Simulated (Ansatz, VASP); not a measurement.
# Hf: VASP beside Ansatz

```xyz
2
Lattice="3.1967 0.0000 0.0000 -1.5983 2.7684 0.0000 0.0000 0.0000 4.9566" Properties=species:S:1:pos:R:3 pbc="T T T"
Hf    0.0000    1.8456    1.2392
Hf    1.5983    0.9228    3.7175
```

Change from the starting cell: zz strain of -2 %, crystal datasets.

Alike in both runs: task electric field gradients; functional PBE; k mesh 13 × 13 × 7; occupations fermi-dirac, width 0.05 eV; no spin polarisation.

|  | VASP | Ansatz |
| --- | --- | --- |
| version | VASP 6.6.1 | Ansatz 0.2.0 |
| potentials or method | VASP PAW PBE potentials, release 64 (Hf_pv), cutoff 400 eV | all-electron PAW with datasets made for the crystal, scalar-relativistic |

|  | VASP | Ansatz | Ansatz less VASP |
| --- | --- | --- | --- |
| pressure (GPa) | 2.7 | 3.2 | +0.53 |
| traceless stress, the component that is largest in VASP (GPa) | 1.82 | 1.90 | +0.074 |
| size of Vzz on the site where it differs most (V/Å²) | 103.4 | 112.9 | +9.49 |

Ansatz ran all-electron here, and VASP with PAW potentials.

Neither program's run includes spin-orbit coupling.
